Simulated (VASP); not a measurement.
# BP (I-4m2) in VASP: further runs, part 2 of 2

VASP 6.6.1. The steps go on from the part before.

## 3. Single point, PBE (strain +0.0100 x Voigt [0, 1, 0, 0, 0, 0])

File INCAR:

```
SYSTEM = BP
  ALGO = Normal
  EDIFF = 1E-6
  ENCUT = 520
  GGA = PE
  ISIF = 2
  ISMEAR = 0
  LASPH = .True.
  LCHARG = .True.
  LELF = .True.
  LREAL = .False.
  LVHAR = .True.
  LWAVE = .False.
  NBANDS = 11
  NELM = 100
  PREC = Accurate
  SIGMA = 0.05
```

File KPOINTS:

```
k-points
0
Gamma
  10 10 10
  0 0 0
```

File POSCAR:

```
BP
1.0
    0.0000000000      2.2916900000      2.2690000000
    2.2690000000      0.0000000000      2.2690000000
    2.2690000000      2.2916900000      0.0000000000
B P
1 1
Direct
    0.0000000000      0.0000000000      0.0000000000
    0.7500000000      0.7500000000      0.7500000000
```

Potentials or basis: VASP PAW PBE potentials, release 64 (B, P).

Launch:

```bash
cat potpaw_PBE.64/B/POTCAR potpaw_PBE.64/P/POTCAR > POTCAR
mpirun -np 1 vasp_std > vasp.out
```

OUTCAR:

```text
SYSTEM = BP
   EDIFF = 1E-6
   ENCUT = 520
   GGA = PE
   ISIF = 2
   ISMEAR = 0
   LASPH = .True.
   LREAL = .False.
   NELM = 100
   PREC = Accurate

 ion  position               nearest neighbor table
   1  0.000  0.000  0.000-   2 1.97   2 1.97   2 1.97   2 1.97
   2  0.750  0.750  0.750-   1 1.97   1 1.97   1 1.97   1 1.97

  LATTYP: Found a body centered tetragonal cell.
 ALAT       =     3.2088505730
 C/A-ratio  =     1.4283556980

  Lattice vectors:

 A1 = (   0.0000000000,  -2.2916900000,   2.2690000000)
 A2 = (   0.0000000000,  -2.2916900000,  -2.2690000000)
 A3 = (   2.2690000000,   2.2916900000,   0.0000000000)

Analysis of symmetry for initial positions (statically):
=====================================================================
 Subroutine PRICEL returns:
 Original cell was already a primitive cell.

 Routine SETGRP: Setting up the symmetry group for a
 body centered tetragonal supercell.

 Subroutine GETGRP returns: Found  8 space group operations
 (whereof  8 operations were pure point group operations)
 out of a pool of 16 trial point group operations.

The static configuration has the point symmetry D_2d.

Analysis of symmetry for dynamics (positions and initial velocities):
=====================================================================
 Subroutine PRICEL returns:
 Original cell was already a primitive cell.

 Routine SETGRP: Setting up the symmetry group for a
 body centered tetragonal supercell.

 Subroutine GETGRP returns: Found  8 space group operations
 (whereof  8 operations were pure point group operations)
 out of a pool of 16 trial point group operations.

The dynamic configuration has the point symmetry D_2d.

 Subroutine INISYM returns: Found  8 space group operations
 (whereof  8 operations are pure point group operations),
 and found     1 'primitive' translations

----------------------------------------------------------------------------------------

                                     Primitive cell

  volume of cell :      23.5969
[... 112 lines left out ...]
  Thomas-Fermi vector in A             =   2.278228
   LORBIT       =      0    0 simple, 1 ext, 2 COOP (PROOUT), +10 PAW based schemes
   GGA     = PE    functional components
   LHFCALC =     F    Hartree Fock is set to
   AEXX    =    0.0000 exact exchange contribution
   IVDW    =     0    specifies the selected vdW correction
   LEPSILON=     F    determine dielectric tensor
   LRPA    =     F    only Hartree local field effects (RPA)
 non-spin polarized calculation
 Gauss-broadening in eV      SIGMA  =   0.05
  energy-cutoff  :      520.00
  volume of cell :       23.60
 maximum number of plane-waves:       646
   NGX = 11   NGY = 11   NGZ = 11

 number of electron       8.0000000 magnetization

 Free energy of the ion-electron system (eV)
  ---------------------------------------------------
  ext. energy  EPLUGINS =         0.00000000
  ---------------------------------------------------
  free energy    TOTEN  =       -12.92941109 eV

  energy without entropy =      -12.92941109  energy(sigma->0) =      -12.92941109

 E-fermi :   7.5699     XC(G=0): -10.8646

 val. band max:        7.3483736998   @ k =   0.0000   0.0000   0.0000
 cond. band min:       8.5265062465   @ k =   0.4000   0.4000   0.0000
 fundamental gap:      1.1781325467
 Fermi energy:         7.5699082674

 k-point     1 :       0.0000    0.0000    0.0000
  band No.  band energies     occupation
      1      -8.0563      2.00000
      2       7.2503      2.00000
      3       7.3484      2.00000
      4       7.3484      2.00000
      5      10.6838      0.00000
      6      10.6838      0.00000
      7      10.7398      0.00000
      8      14.5372      0.00000
      9      18.7618      0.00000
     10      19.2837      0.00000
     11      19.5466      0.00000
[... 309 lines left out ...]
 k-point    24 :       0.4000    0.3000   -0.0000
  band No.  band energies     occupation
      1      -5.1257      2.00000
      2       1.2024      2.00000
      3       3.2914      2.00000
      4       3.8010      2.00000
      5       9.0940      0.00000
      6      10.9118      0.00000
      7      16.6033      0.00000
      8      16.8570      0.00000
      9      21.2269      0.00000
     10      22.5071      0.00000
     11      24.2617      0.00000

 [... further k-points ...]
[... 5 lines left out ...]
  --------------------------------------------------------------------------------------
  -------------------------------------------------------------------------------------
  Total        0.0256184     -0.3692177      0.0256184      0.0000000     -0.0000000      0.0000000
  in kB        1.7394318    -25.0690712      1.7394318      0.0000000     -0.0000000      0.0000000
  external PRESSURE =      -7.1967359 kB  Pullay stress =       0.0000000 kB

 VOLUME and BASIS-vectors are now :
 -----------------------------------------------------------------------------
  energy-cutoff  :      520.00
  volume of cell :       23.60
      direct lattice vectors                 reciprocal lattice vectors
     0.000000000  2.291690000  2.269000000    -0.220361393  0.218179597  0.220361393
     2.269000000  0.000000000  2.269000000     0.220361393 -0.218179597  0.220361393
     2.269000000  2.291690000  0.000000000     0.220361393  0.218179597 -0.220361393

 POSITION                                       TOTAL-FORCE (eV/Angst)
 -----------------------------------------------------------------------------------
      0.00000      0.00000      0.00000        -0.000000      0.000000     -0.000000
      3.40350      3.43754      3.40350         0.000000     -0.000000      0.000000
 -----------------------------------------------------------------------------------
    total drift:                               -0.000000     -0.000000     -0.000000

  FREE ENERGIE OF THE ION-ELECTRON SYSTEM (eV)
  ---------------------------------------------------
  free  energy   TOTEN  =       -12.9294110917 eV

  energy  without entropy=      -12.9294110917  energy(sigma->0) =      -12.92941109
```

OSZICAR:

```text
N       E                     dE             d eps       ncg     rms          rms(c)
DAV:   1     0.939873255186E+01    0.93987E+01   -0.39786E+03  2252   0.656E+02
DAV:   2    -0.129780862853E+02   -0.22377E+02   -0.21211E+02  3050   0.109E+02
DAV:   3    -0.136131605840E+02   -0.63507E+00   -0.63321E+00  2830   0.159E+01
DAV:   4    -0.136157722246E+02   -0.26116E-02   -0.26113E-02  2581   0.117E+00
DAV:   5    -0.136157856684E+02   -0.13444E-04   -0.13444E-04  2791   0.856E-02    0.710E+00
DAV:   6    -0.130243514604E+02    0.59143E+00   -0.13625E+00  2553   0.502E+00    0.383E+00
DAV:   7    -0.129365847146E+02    0.87767E-01   -0.22349E-01  2797   0.235E+00    0.132E+00
DAV:   8    -0.129288770839E+02    0.77076E-02   -0.26235E-02  2623   0.922E-01    0.189E-01
DAV:   9    -0.129292023192E+02   -0.32524E-03   -0.71793E-04  2648   0.180E-01    0.119E-01
DAV:  10    -0.129293995457E+02   -0.19723E-03   -0.24863E-04  2521   0.989E-02    0.279E-02
DAV:  11    -0.129294102049E+02   -0.10659E-04   -0.11363E-05  2855   0.223E-02    0.325E-02
DAV:  12    -0.129294112116E+02   -0.10067E-05   -0.45652E-06  2541   0.105E-02    0.134E-02
DAV:  13    -0.129294110917E+02    0.11989E-06   -0.12061E-07  1281   0.229E-03
   1 F= -.12929411E+02 E0= -.12929411E+02  d E =-.168179E-12
```

stdout:

```text
POSCAR found type information on POSCAR B P
 POSCAR found :  2 types and       2 ions
 scaLAPACK will be used
 LDA part: xc-table for (Slater+PW92), standard interpolation
 POSCAR, INCAR and KPOINTS ok, starting setup
 FFT: planning ... GRIDC
 FFT: planning ... GRID_SOFT
 FFT: planning ... GRID
 WAVECAR not read
 entering main loop
```

It took 34 s on 1 thread of Intel Xeon 8259CL, shared host; peak memory 0.15 GiB.

What came out:

```
Free energy            : -12.9294 eV
Pressure               : -0.7 GPa
Band gap on the k mesh : 1.18 eV, indirect (least direct gap 3.34 eV)
```

Caveat: the cell differs from its parent crystal (strain +0.0100 x Voigt [0, 1, 0, 0, 0, 0]). A k mesh can miss the band edges.

## 4. Single point, PBE (strain +0.0175 x Voigt [0, 1, 0, 0, 0, 0])

File INCAR:

```
  PREC = Accurate
  ENCUT = 520
  EDIFF = 1E-6
  ISMEAR = 0
  SIGMA = 0.05
  LREAL = F
  LASPH = T
  NELM = 80
  ALGO = Normal
  ISIF = 2
  LWAVE = F
  LCHARG = F
  GGA = PE
  NBANDS = 11
```

File KPOINTS:

```
Automatic mesh
0
Gamma
  10 10 10
```

File POSCAR:

```
BP
1.0
    0.0000000000      2.3087075000      2.2690000000
    2.2690000000      0.0000000000      2.2690000000
    2.2690000000      2.3087075000      0.0000000000
B P
1 1
Direct
    0.0000000000      0.0000000000      0.0000000000
    0.7500000000      0.7500000000      0.7500000000
```

Launch:

```bash
cat potpaw_PBE.64/B/POTCAR potpaw_PBE.64/P/POTCAR > POTCAR
mpirun -np 1 vasp_std > vasp.out
```

It took 36 s on 1 thread of Intel Xeon 8259CL, shared host; peak memory 0.15 GiB.

Results (log left out):

* Free energy: -12.9254 eV
* Pressure: -1.9 GPa
* Band gap on the k mesh: 1.13 eV, indirect (least direct gap 3.29 eV)

Stress tensor (GPa, compression positive):
```
-0.32  0.00  0.00
 0.00 -5.01  0.00
 0.00  0.00 -0.32
```

Levels at points of the mesh, in eV from the valence-band top:
| k point | band 1 | band 2 | band 3 | band 4 | band 5 | band 6 | band 7 | band 8 |
| --- | --- | --- | --- | --- | --- | --- | --- | --- |
| (0.00, 0.00, 0.00) | -15.36 | -0.17 | 0.00 | 0.00 | 3.29 | 3.29 | 3.39 | 7.05 |
| (0.50, 0.00, 0.00) | -12.11 | -8.97 | -1.90 | -1.68 | 3.58 | 4.60 | 4.73 | 10.01 |
| (0.50, 0.50, 0.00) | -10.55 | -8.50 | -4.18 | -4.15 | 1.25 | 1.54 | 11.72 | 12.07 |
| (0.50, 0.00, 0.50) | -10.71 | -8.65 | -3.99 | -3.99 | 1.44 | 1.78 | 11.91 | 11.91 |

Caveat: the cell differs from its parent crystal (strain +0.0175 x Voigt [0, 1, 0, 0, 0, 0]).

## 5. Overview

```tsv
cell	gap on the mesh (eV)	pressure (GPa)
a = 3.241, b = 3.209 Å, angles 60.3, 59.3, 60.3°, 2 atoms	1.12	-2.3
a = 3.225, b = 3.209 Å, angles 60.2, 59.7, 60.2°, 2 atoms	1.18	-0.7
a = 3.237, b = 3.209 Å, angles 60.3, 59.4, 60.3°, 2 atoms	1.13	-1.9
```

Alike in all rows: task single point; level PBE; potentials or basis VASP PAW PBE potentials, release 64 (B, P); no spin polarisation; k mesh 10 × 10 × 10; cutoff (eV) 520; smearing gaussian 0.05 eV.

Total energies depend on the potentials used, so only differences within one code and one set of settings carry meaning.
